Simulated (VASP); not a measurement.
Here is a VASP 6.6.1 calculation.

POSCAR

```
AlN
1.0
    0.0000000000      2.2016237539      2.2016237539
    2.2016237539      0.0000000000      2.2016237539
    2.2016237539      2.2016237539      0.0000000000
Al N
1 1
Direct
    0.0000000000      0.0000000000      0.0000000000
    0.7500000000      0.7500000000      0.7500000000
```

File INCAR.step1:

```
  PREC = Accurate
  ENCUT = 660
  ISMEAR = 0
  SIGMA = 0.02
  LREAL = False
  LASPH = True
  NELM = 120
  NBANDS = 11
  GGA = PE
  ALGO = Normal
  EDIFF = 1E-5
  LWAVE = True
  LCHARG = False
  GGA_COMPAT = False
```

INCAR.step2

```
  PREC = Accurate
  ENCUT = 660
  EDIFF = 1E-6
  ISMEAR = 0
  SIGMA = 0.02
  LREAL = False
  LASPH = True
  NELM = 120
  ALGO = Normal
  ISIF = 2
  LWAVE = False
  LCHARG = False
  METAGGA = R2SCAN
  LMIXTAU = True
  NBANDS = 11
  ISTART = 1
  GGA_COMPAT = False
```

Contents of KPOINTS:

```
Automatic mesh
0
Gamma
  10 10 10
```

Potentials or basis: VASP PAW PBE potentials, release 64 (Al, N).

Run with:

```bash
$ cat potpaw_PBE.64/Al/POTCAR potpaw_PBE.64/N/POTCAR > POTCAR
$ cp INCAR.step1 INCAR
$ mpirun -np 1 vasp_std > vasp.out
$ cp INCAR.step2 INCAR
$ mpirun -np 1 vasp_std > vasp.out
```

Task: Estimate the band gap on the k mesh.

Result: 3.92 eV, indirect (least direct gap 4.67 eV).

Task: Predict the pressure.

Result: -5.0 GPa.

Caveat: the PAW data sets were made with another functional, which shifts forces and pressure a little. r2SCAN opens gaps a little over a GGA but as a rule still falls short of measured ones.
